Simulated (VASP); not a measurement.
**Ti3PO2: single point with PBE**

Ti3PO2:

```xyz
6
Lattice="3.1724 0.0000 0.0000 -1.5862 2.7474 0.0000 0.0000 0.0000 8.0228" Properties=species:S:1:pos:R:3 pbc="T T T"
Ti    0.0011    0.0328   -0.0185
Ti    1.5825    0.9206    2.3310
Ti   -0.0669    1.8174    5.6411
P    -0.0297    0.0234    3.9701
O     1.5244    0.8800    6.8219
O    -0.0314    1.8582    1.1039
```

This cell differs from its parent crystal: atoms moved at random.

```
Program                : VASP 6.6.1
Task                   : single point
Functional             : PBE
Potentials or basis    : VASP PAW PBE potentials, release 64 (Ti_sv, P, O)
Cutoff                 : 520 eV
k mesh                 : 10 × 10 × 4
Occupations            : fermi-dirac, width 0.05 eV
Spin                   : no spin polarisation
Dipole correction      : no
Further INCAR settings : ALGO = Normal; EDIFF = 1e-06; NBANDS = 36
```

```yaml
Pressure: 0.1 GPa
Largest_force: 0.480 eV/Å
Band_gap_on_the_k_mesh: zero (an odd number of electrons rules out a gap without spin polarisation)
```

Forces in eV/Å, atoms in the order of the input:
```
Ti  -0.318 -0.182 -0.144
Ti  -0.146  0.115 -0.166
Ti   0.097 -0.001 -0.011
P   -0.031 -0.212  0.112
O    0.233  0.372  0.195
O    0.165 -0.092  0.013
```

Stress tensor (GPa, compression positive):
```
 0.29  0.00 -0.01
 0.00 -0.04 -0.23
-0.01 -0.23 -0.03
```

Levels at points of the mesh, in eV from the Fermi level:
```
           k point  band 22  band 23  band 24  band 25  band 26  band 27  band 28  band 29  band 30  band 31
(0.00, 0.00, 0.00)    -3.63    -0.88    -0.85    -0.83    -0.74    -0.67    -0.10     0.17     0.23     0.29
(0.50, 0.00, 0.00)    -5.73    -3.86    -2.91    -1.92    -0.40     0.28     0.69     0.75     1.20     1.37
(0.00, 0.50, 0.00)    -5.66    -3.93    -2.90    -1.89    -0.47     0.33     0.69     0.76     1.21     1.44
(0.50, 0.50, 0.00)    -5.69    -3.89    -2.90    -1.86    -0.45     0.32     0.68     0.78     1.19     1.46
(0.00, 0.00, 0.50)    -4.55    -1.16    -1.14    -0.75    -0.61    -0.50    -0.25     0.02     0.07     0.91
(0.50, 0.00, 0.50)    -5.97    -4.19    -2.06    -1.93    -1.58     0.81     0.97     1.01     1.17     1.19
(0.00, 0.50, 0.50)    -5.97    -4.21    -2.08    -1.88    -1.62     0.81     0.96     1.07     1.17     1.25
(0.50, 0.50, 0.50)    -5.94    -4.18    -2.09    -1.91    -1.53     0.80     0.94     1.08     1.17     1.29
```

Wall time 7.2 min on 1 thread of Intel(R) Xeon(R) Platinum 8559C (Emerald Rapids), on a shared host, peak memory 0.49 GiB.

Caveat: the cell differs from its parent crystal (atoms moved at random); an odd number of electrons without spin polarisation forces a metal; a magnetic or distorted state may lie lower.
